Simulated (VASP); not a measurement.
# SiO2 (Fddd) in VASP: further runs

Runs on SiO2. Level: PBE. Tasks: single point.

Program: VASP 6.6.1. These are calculated values, not measurements. Logs are shortened: lines on timing, memory, paths and dates and some standing lists are left out, and cuts for length are marked.

### Step 1. The cell of the first run

The structure is orthorhombic, space group Fddd (No. 70). Conventional cell: a = 4.716 Å, b = 9.432 Å, c = 14.764 Å, α = 90.00°, β = 90.00°, γ = 90.00°. Within 2.1 Å of Si (site symmetry 2) lie 4 O at 1.61 to 1.63 Å. O (site symmetry -1) has 2 Si at 1.61 Å within 2.1 Å. O (site symmetry 2) has 2 Si at 1.63 Å within 2.2 Å.

### Step 2. Single point, PBE

Contents of INCAR:

```
PREC = Accurate ; ENCUT = 520
EDIFF = 1E-7 ; ISMEAR = 0
SIGMA = 0.02 ; LREAL = F
LASPH = T ; NELM = 80
ALGO = Normal ; ISIF = 2
LWAVE = F ; LCHARG = T
GGA = PE ; LELF = T
LVHAR = T ; NBANDS = 44
```

Contents of KPOINTS:

```
regular mesh
0
Gamma
  6 6 6
```

Contents of POSCAR:

```
SiO2
1.0
    0.0000000000      4.7161030758      7.3817827205
    2.3582397408      0.0000000000      7.3817827205
    2.3582397408      4.7161030758      0.0000000000
Si O
4 8
Direct
    0.5628187638      0.5628187638      0.9371812362
    0.3128187638      0.3128187638      0.6871812362
    0.6871812362      0.6871812362      0.3128187638
    0.9371812362      0.9371812362      0.5628187638
    0.6250000000      0.1250000000      0.6250000000
    0.6250000000      0.6250000000      0.1250000000
    0.6250000000      0.6250000000      0.6250000000
    0.1250000000      0.6250000000      0.6250000000
    0.1832833935      0.8167166065      0.1832833935
    0.8167166065      0.1832833935      0.8167166065
    0.4332833935      0.0667166065      0.4332833935
    0.0667166065      0.4332833935      0.0667166065
```

Potentials or basis: VASP PAW PBE potentials, release 64 (Si, O).

Run with:

```console
cat potpaw_PBE.64/Si/POTCAR potpaw_PBE.64/O/POTCAR > POTCAR
mpirun -np 1 vasp_std > vasp.out
```

OUTCAR:

```text
PREC = Accurate
   ENCUT = 520
   EDIFF = 1E-7
   ISMEAR = 0
   LREAL = F
   LASPH = T
   NELM = 80
   ISIF = 2
   GGA = PE

 ion  position               nearest neighbor table
   1  0.563  0.563  0.937-   6 1.61   7 1.61   9 1.63  10 1.63   4 3.00   4 3.00
   2  0.313  0.313  0.687-   5 1.61   8 1.61  11 1.63  12 1.63   3 3.00   3 3.00
   3  0.687  0.687  0.313-   6 1.61   7 1.61  11 1.63  12 1.63   2 3.00   2 3.00
   4  0.937  0.937  0.563-   5 1.61   8 1.61   9 1.63  10 1.63   1 3.00   1 3.00
   5  0.625  0.125  0.625-   2 1.61   4 1.61
   6  0.625  0.625  0.125-   1 1.61   3 1.61
   7  0.625  0.625  0.625-   1 1.61   3 1.61
   8  0.125  0.625  0.625-   2 1.61   4 1.61
   9  0.183  0.817  0.183-   1 1.63   4 1.63
  10  0.817  0.183  0.817-   1 1.63   4 1.63
  11  0.433  0.067  0.433-   2 1.63   3 1.63
  12  0.067  0.433  0.067-   2 1.63   3 1.63

  LATTYP: Found a face centered orthorhombic cell.
 ALAT       =     4.7164794816
 B/A-ratio  =     1.9998403870
 C/A-ratio  =     3.1302087709

  Lattice vectors:

 A1 = (   0.0000000000,   4.7161030758,   7.3817827205)
 A2 = (   2.3582397408,   0.0000000000,   7.3817827205)
 A3 = (   2.3582397408,   4.7161030758,   0.0000000000)

Analysis of symmetry for initial positions (statically):
=====================================================================
 Subroutine PRICEL returns:
 Original cell was already a primitive cell.

 Routine SETGRP: Setting up the symmetry group for a
 face centered orthorhombic supercell.

 Subroutine GETGRP returns: Found  8 space group operations
 (whereof  4 operations were pure point group operations)
 out of a pool of  8 trial point group operations.

The static configuration has the point symmetry D_2 .
 The point group associated with its full space group is D_2h.

Analysis of symmetry for dynamics (positions and initial velocities):
=====================================================================
 Subroutine PRICEL returns:
 Original cell was already a primitive cell.

 Routine SETGRP: Setting up the symmetry group for a
 face centered orthorhombic supercell.

 Subroutine GETGRP returns: Found  8 space group operations
 (whereof  4 operations were pure point group operations)
 out of a pool of  8 trial point group operations.

The dynamic configuration has the point symmetry D_2 .
 The point group associated with its full space group is D_2h.

 Subroutine INISYM returns: Found  8 space group operations
 (whereof  4 operations are pure point group operations),
 and found     1 'primitive' translations

----------------------------------------------------------------------------------------

                                     Primitive cell

  volume of cell :     164.1960

  direct lattice vectors                    reciprocal lattice vectors
     0.000000000  4.716103076  7.381782721    -0.212022549  0.106019735  0.067734316
     2.358239741  0.000000000  7.381782721     0.212022549 -0.106019735  0.067734316
     2.358239741  4.716103076  0.000000000     0.212022549  0.106019735 -0.067734316

  length of vectors
     8.759700015  7.749323248  5.272847703     0.246539414  0.246539414  0.246539414

  position of ions in fractional coordinates (direct lattice)
     0.562818764  0.562818764  0.937181236
     0.312818764  0.312818764  0.687181236
     0.687181236  0.687181236  0.312818764
     0.937181236  0.937181236  0.562818764
     0.625000000  0.125000000  0.625000000
     0.625000000  0.625000000  0.125000000
     0.625000000  0.625000000  0.625000000
     0.125000000  0.625000000  0.625000000
     0.183283393  0.816716607  0.183283393
     0.816716607  0.183283393  0.816716607
     0.433283393  0.066716607  0.433283393
     0.066716607  0.433283393  0.066716607

  ion indices of the primitive-cell ions
   primitive index   ion index
                 1           1
                 2           2
                 3           3
                 4           4
                 5           5
                 6           6
                 7           7
                 8           8
                 9           9
                10          10
                11          11
                12          12

----------------------------------------------------------------------------------------

 KPOINTS: regular mesh

Automatic generation of k-mesh.
 Grid dimensions read from file:
 generate k-points for:    6    6    6

 Generating k-lattice:

  Cartesian coordinates                     Fractional coordinates (reciprocal lattice)
    -0.035337091  0.017669956  0.011289053     0.166666667 -0.000000000  0.000000000
     0.035337091 -0.017669956  0.011289053    -0.000000000  0.166666667  0.000000000
     0.035337091  0.017669956 -0.011289053     0.000000000  0.000000000  0.166666667

  Length of vectors
     0.041089902  0.041089902  0.041089902

  Shift w.r.t. Gamma in fractional coordinates (k-lattice)
     0.000000000  0.000000000  0.000000000

 Subroutine IBZKPT returns following result:
 ===========================================

 Found     46 irreducible k-points:

 Following reciprocal coordinates:
            Coordinates               Weight
  0.000000  0.000000  0.000000      1.000000
  0.166667  0.000000  0.000000      8.000000
  0.333333 -0.000000  0.000000      8.000000
  0.500000  0.000000  0.000000      4.000000
  0.166667  0.166667  0.000000      2.000000
  0.333333  0.166667  0.000000      8.000000
[... 16 lines left out ...]
 -0.166667  0.166667  0.166667      8.000000
  0.500000  0.333333  0.166667      4.000000
 [... further k-points ...]
   k-points           NKPTS =     46   k-points in BZ     NKDIM =     46   number of bands    NBANDS=     44
   number of dos      NEDOS =    301   number of ions     NIONS =     12
   total plane-waves  NPLWV = 168000
   dimension x,y,z NGX =    70 NGY =   60 NGZ =   40
   dimension x,y,z NGXF=   140 NGYF=  120 NGZF=   80
   ions per type =               4   8
   NGX,Y,Z   is equivalent  to a cutoff of  13.28, 12.87, 12.61 a.u.
   NGXF,Y,Z  is equivalent  to a cutoff of  26.57, 25.74, 25.22 a.u.
 SYSTEM =  unknown system
   PREC   = accura    normal or accurate (medium, high low for compatibility)
   ISTART =      0    job   : 0-new  1-cont  2-samecut
   ICHARG =      2    charge: 1-file 2-atom 10-const
   ISPIN  =      1    spin polarized calculation?
   LNONCOLLINEAR =      F non collinear calculations
   LSORBIT =      F    spin-orbit coupling
   LASPH  =      T    aspherical Exc in radial PAW
   ENCUT  =  520.0 eV  38.22 Ry    6.18 a.u.  16.29 14.41  9.80*2*pi/ulx,y,z
   NELM   =     80;   NELMIN=  2; NELMDL= -5     # of ELM steps
   EDIFF  = 0.1E-06   stopping-criterion for ELM
   LREAL  =      F    real-space projection
   EDIFFG = 0.1E-05   stopping-criterion for IOM
   NSW    =      0    number of steps for IOM
   IBRION =     -1    ionic relax: 0-MD 1-quasi-New 2-CG
   NFREE  =      0    steps in history (QN), initial steepest desc. (CG)
   ISIF   =      2    stress and relaxation
   ISYM   =      2    0-nonsym 1-usesym 2-fastsym
   POTIM  = 0.5000    time-step for ionic-motion
   TEBEG  =    0.0;   TEEND  =   0.0 temperature during run
   PSTRESS=    0.0 pullay stress
   NELECT =      64.0000    total number of electrons
   NUPDOWN=      -1.0000    fix difference up-down
   EMIN   =  10.00;   EMAX   =-10.00  energy-range for DOS
   EFERMI =   0.00;   METHOD = LEGACY
   ISMEAR =     0;   SIGMA  =   0.02  broadening in eV -4-tet -1-fermi 0-gaus
   EFERMI_NEDOS =   21; number of points for ismear=-14 and -15
   IALGO  =     38    algorithm
   IMIX   =      4    mixing-type and parameters
     AMIX     =   0.40;   BMIX     =  1.00
     AMIX_MAG =   1.60;   BMIX_MAG =  1.00
  volume/ion in A,a.u.               =      13.68        92.34
  Fermi-wavevector in a.u.,A,eV,Ry     =   1.195861  2.259849 19.457464  1.430083
  Thomas-Fermi vector in A             =   2.331816
   LORBIT       =      0    0 simple, 1 ext, 2 COOP (PROOUT), +10 PAW based schemes
   GGA     = PE    functional components
   LHFCALC =     F    Hartree Fock is set to
   AEXX    =    0.0000 exact exchange contribution
   IVDW    =     0    specifies the selected vdW correction
   LEPSILON=     F    determine dielectric tensor
   LRPA    =     F    only Hartree local field effects (RPA)
 non-spin polarized calculation
 Gauss-broadening in eV      SIGMA  =   0.02
  energy-cutoff  :      520.00
  volume of cell :      164.20
 maximum number of plane-waves:      4448
 NGX is ok and might be reduce to    70
   NGX = 33   NGY = 29   NGZ = 19

 number of electron      64.0000000 magnetization

 Free energy of the ion-electron system (eV)
  ---------------------------------------------------
  ext. energy  EPLUGINS =         0.00000000
  ---------------------------------------------------
  free energy    TOTEN  =       -94.72494078 eV

  energy without entropy =      -94.72494078  energy(sigma->0) =      -94.72494078

 E-fermi :   0.5699     XC(G=0):  -8.7188

 val. band max:        0.4353968052   @ k =   0.0000   0.0000   0.0000
 cond. band min:       6.1810939506   @ k =   0.0000   0.0000   0.0000
 fundamental gap:      5.7456971455
 Fermi energy:         0.5699136947

 k-point     1 :       0.0000    0.0000    0.0000
  band No.  band energies     occupation
      1     -18.9121      2.00000
      2     -18.0002      2.00000
      3     -17.9763      2.00000
      4     -16.9126      2.00000
      5     -16.8751      2.00000
      6     -16.7863      2.00000
[... 36 lines left out ...]
     43      12.0884      0.00000
     44      12.8452      0.00000

 k-point     2 :       0.1667    0.0000    0.0000
  band No.  band energies     occupation
      1     -18.8214      2.00000
      2     -18.1026      2.00000
      3     -17.8487      2.00000
      4     -16.9919      2.00000
      5     -16.8928      2.00000
      6     -16.8329      2.00000
[... 1026 lines left out ...]
 k-point    24 :       0.5000    0.3333    0.1667
  band No.  band energies     occupation
      1     -18.7478      2.00000
      2     -18.4438      2.00000
      3     -17.4883      2.00000
      4     -17.0945      2.00000
      5     -16.8887      2.00000
      6     -16.8432      2.00000
[... 36 lines left out ...]
     43      12.4712      0.00000
     44      12.7884      0.00000

 [... further k-points ...]
[... 5 lines left out ...]
  --------------------------------------------------------------------------------------
  -------------------------------------------------------------------------------------
  Total        3.3137399      3.0701997      3.2717750      0.0000000      0.0000000      0.0000000
  in kB       32.3345259     29.9581307     31.9250445      0.0000000      0.0000000      0.0000000
  external PRESSURE =      31.4059004 kB  Pullay stress =       0.0000000 kB

 VOLUME and BASIS-vectors are now :
 -----------------------------------------------------------------------------
  energy-cutoff  :      520.00
  volume of cell :      164.20
      direct lattice vectors                 reciprocal lattice vectors
     0.000000000  4.716103076  7.381782721    -0.212022549  0.106019735  0.067734316
     2.358239741  0.000000000  7.381782721     0.212022549 -0.106019735  0.067734316
     2.358239741  4.716103076  0.000000000     0.212022549  0.106019735 -0.067734316

 POSITION                                       TOTAL-FORCE (eV/Angst)
 -----------------------------------------------------------------------------------
      3.53736      7.07415      8.30921         0.000000      0.000000      0.033675
      2.35824      4.71610      4.61832        -0.000000      0.000000      0.033675
      2.35824      4.71610     10.14525        -0.000000      0.000000     -0.033675
      3.53736      7.07415     13.83614         0.000000      0.000000     -0.033675
      1.76868      5.89513      5.53634        -0.000000     -0.000000      0.000000
      1.76868      3.53708      9.22723         0.000000      0.000000      0.000000
      2.94780      5.89513      9.22723         0.000000      0.000000      0.000000
      2.94780      3.53708      5.53634        -0.000000      0.000000      0.000000
      2.35824      1.72877      7.38178        -0.000000      0.000552      0.000000
      2.35824      7.70344      7.38178        -0.000000     -0.000552      0.000000
      1.17912      4.08682      3.69089         0.000000      0.000552      0.000000
      1.17912      0.62928      3.69089         0.000000     -0.000552      0.000000
 -----------------------------------------------------------------------------------
    total drift:                               -0.000000      0.000000     -0.000000

  FREE ENERGIE OF THE ION-ELECTRON SYSTEM (eV)
  ---------------------------------------------------
  free  energy   TOTEN  =       -94.7249407816 eV

  energy  without entropy=      -94.7249407816  energy(sigma->0) =      -94.72494078
```

Run time: 5 min. Hardware: 1 thread of Intel Xeon 6975P-C (Granite Rapids), shared host; peak memory 0.51 GiB.

What came out:

```
Free energy            : -94.7249 eV
Pressure               : 3.1 GPa
Largest force          : 0.034 eV/Å
Band gap on the k mesh : 5.75 eV
```

Forces in eV/Å, atoms in the order of the input:
```
Si   0.000  0.000  0.034
Si   0.000  0.000  0.034
Si   0.000  0.000 -0.034
Si   0.000  0.000 -0.034
O    0.000  0.000  0.000
O    0.000  0.000  0.000
O    0.000  0.000  0.000
O    0.000  0.000  0.000
O    0.000  0.001  0.000
O    0.000 -0.001  0.000
O    0.000  0.001  0.000
O    0.000 -0.001  0.000
```

Stress tensor (GPa, compression positive):
```
3.23 0.00 0.00
0.00 3.00 0.00
0.00 0.00 3.19
```

Levels at points of the mesh, in eV from the valence-band top:
```
           k point  band 30  band 31  band 32  band 33  band 34  band 35
(0.00, 0.00, 0.00)    -0.43    -0.01     0.00     5.75     8.34     8.35
(0.50, 0.00, 0.00)    -0.53    -0.29    -0.24     8.20     8.78     8.86
(0.50, 0.50, 0.00)    -0.60    -0.13    -0.13     6.90     6.90     8.78
(0.50, 0.00, 0.50)    -0.86    -0.26    -0.26     7.84     7.84     9.51
(0.00, 0.50, 0.50)    -0.87    -0.12    -0.12     8.12     8.12     9.12
```

Caveat: the cell stands under pressure. A k mesh can miss the band edges.

(Part 1 of 2 ends here.)
